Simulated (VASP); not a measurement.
A run of VASP 6.6.1:

POSCAR

```
MgO
1.0
    0.0000000000      2.1351500000      2.1351500000
    2.1031227500      0.0000000000      2.1351500000
    2.1031227500      2.1351500000      0.0000000000
Mg O
1 1
Direct
    0.0000000000      0.0000000000      0.0000000000
    0.5000000000      0.5000000000      0.5000000000
```

The input INCAR.step1:

```
PREC     = Accurate       # precision mode
ENCUT    = 920            # plane-wave cutoff, eV
ISMEAR   = 0              # smearing method
SIGMA    = 0.05           # smearing width, eV
LREAL    = F              # projectors in reciprocal space
LASPH    = T              # aspherical terms in the spheres
NELM     = 120            # most SCF steps
NBANDS   = 15             # bands
GGA      = PE             # functional
ALGO     = Normal         # electronic algorithm
EDIFF    = 1E-5           # SCF threshold, eV
LWAVE    = T              # write WAVECAR
LCHARG   = F              # write CHGCAR
GGA_COMPAT= F
```

The input INCAR.step2:

```
PREC     = Accurate       # precision mode
ENCUT    = 920            # plane-wave cutoff, eV
EDIFF    = 1E-6           # SCF threshold, eV
ISMEAR   = 0              # smearing method
SIGMA    = 0.05           # smearing width, eV
LREAL    = F              # projectors in reciprocal space
LASPH    = T              # aspherical terms in the spheres
NELM     = 120            # most SCF steps
ALGO     = Normal         # electronic algorithm
ISIF     = 2              # what is computed and relaxed
LWAVE    = F              # write WAVECAR
LCHARG   = T              # write CHGCAR
METAGGA  = R2SCAN         # meta-GGA
LMIXTAU  = T            
LELF     = T              # ELF
LVHAR    = T            
NBANDS   = 15             # bands
ISTART   = 1            
GGA_COMPAT= F
```

File KPOINTS:

```
Automatic mesh
0
Gamma
  10 10 10
```

Potentials or basis: VASP PAW PBE potentials, release 64 (Mg_sv, O).

Run with:

```sh
$ cat potpaw_PBE.64/Mg_sv/POTCAR potpaw_PBE.64/O/POTCAR > POTCAR
$ cp INCAR.step1 INCAR
$ mpirun -np 1 vasp_std > vasp.out
$ cp INCAR.step2 INCAR
$ mpirun -np 1 vasp_std > vasp.out
```

Hardware: 1 thread of Intel(R) Xeon(R) Platinum 8488C (Sapphire Rapids), on a shared host.

Problem. Estimate the wall time of this run.

Solution. Wall time 2.8 min on 1 thread of Intel(R) Xeon(R) Platinum 8488C (Sapphire Rapids), on a shared host, peak memory 0.21 GiB. Counts: k points 102.
